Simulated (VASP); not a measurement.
Here is a VASP 6.6.1 calculation.

File INCAR:

```
SYSTEM = P
PREC     = Accurate       ! precision mode
ENCUT    = 520            ! plane-wave cutoff, eV
EDIFF    = 1E-6           ! SCF threshold, eV
ISMEAR   = 0              ! smearing method
SIGMA    = 0.1            ! smearing width, eV
LREAL    = .False.        ! projectors in reciprocal space
LASPH    = .True.         ! aspherical terms in the spheres
NELM     = 80             ! most SCF steps
ALGO     = Normal         ! electronic algorithm
ISIF     = 2              ! what is computed and relaxed
LWAVE    = .False.        ! write WAVECAR
LCHARG   = .False.        ! write CHGCAR
GGA      = PE             ! functional
IVDW     = 12             ! dispersion correction
NBANDS   = 30             ! bands
```

Contents of KPOINTS:

```
regular mesh
0
Gamma
  10 4 8
  0 0 0
```

File POSCAR:

```
P
1.0
    3.1896233161      0.0000000000      0.0000000000
    0.0000000000     10.2934360419      0.0000000000
    0.0000000000      0.0000000000      4.2085304418
P
8
Direct
    0.0000000000      0.8937865045      0.9262513751
    0.5000000000      0.8937865045      0.5737486249
    0.5000000000      0.6062134955      0.0737486249
    0.0000000000      0.6062134955      0.4262513751
    0.5000000000      0.3937865045      0.9262513751
    0.0000000000      0.3937865045      0.5737486249
    0.0000000000      0.1062134955      0.0737486249
    0.5000000000      0.1062134955      0.4262513751
```

Potentials or basis: VASP PAW PBE potentials, release 64 (P).

Command:

```console
$ cat potpaw_PBE.64/P/POTCAR > POTCAR
$ mpirun -np 1 vasp_std > vasp.out
```

Question: Predict the pressure.

Answer: 3.1 GPa.

Question: What does it give for the band gap on the k mesh?

Answer: Zero (bands 20 and 21 overlap by 0.30 eV).

Question: What does it give for the largest force?

Answer: 0.243 eV/Å.

Forces on the atoms (eV/Å):
```
P    0.000  0.102  0.221
P    0.000  0.102 -0.221
P    0.000 -0.102 -0.221
P    0.000 -0.102  0.221
P    0.000  0.102  0.221
P    0.000  0.102 -0.221
P    0.000 -0.102 -0.221
P    0.000 -0.102  0.221
```

Caveat: the cell differs from its parent crystal (uniaxial strain along a: -4.0 %); the stress differs along the axes, from -2 to 8 GPa.
